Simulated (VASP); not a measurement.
Co, 5 atoms in the cell. The cell holds a slab with vacuum, 5 atoms: a = 2.519 Å, b = 2.519 Å, c = 23.182 Å, α = 90.00°, β = 90.00°, γ = 120.00°. 

* Program: VASP 6.6.1
* Task: single point
* Functional: PBEsol
* Potentials or basis: VASP PAW PBE potentials, release 64 (Co)
* Cutoff: 520 eV
* k mesh: 12 × 12 × 1
* Occupations: fermi-dirac, width 0.05 eV
* Spin: collinear spin, ferromagnetic start
* Starting moments: [2.0, 2.0, 2.0, 2.0, 2.0] μB
* Dipole correction: yes
* Further INCAR settings: ALGO = Normal; EDIFF = 1e-06; NBANDS = 34

Potentials or basis: VASP PAW PBE potentials, release 64 (Co).

The run is started by

```sh
$ cat potpaw_PBE.64/Co/POTCAR > POTCAR
$ mpirun -np 1 vasp_std > vasp.out
```

Hardware: 1 thread of AMD EPYC 9R14 (Zen 4), with other jobs on the host.

Task: Estimate the wall time of this run.

Result: Run time: 5.8 min on 1 thread of AMD EPYC 9R14 (Zen 4), on a shared host, peak memory 0.33 GiB. Counts: scf iterations 43, k points 19.
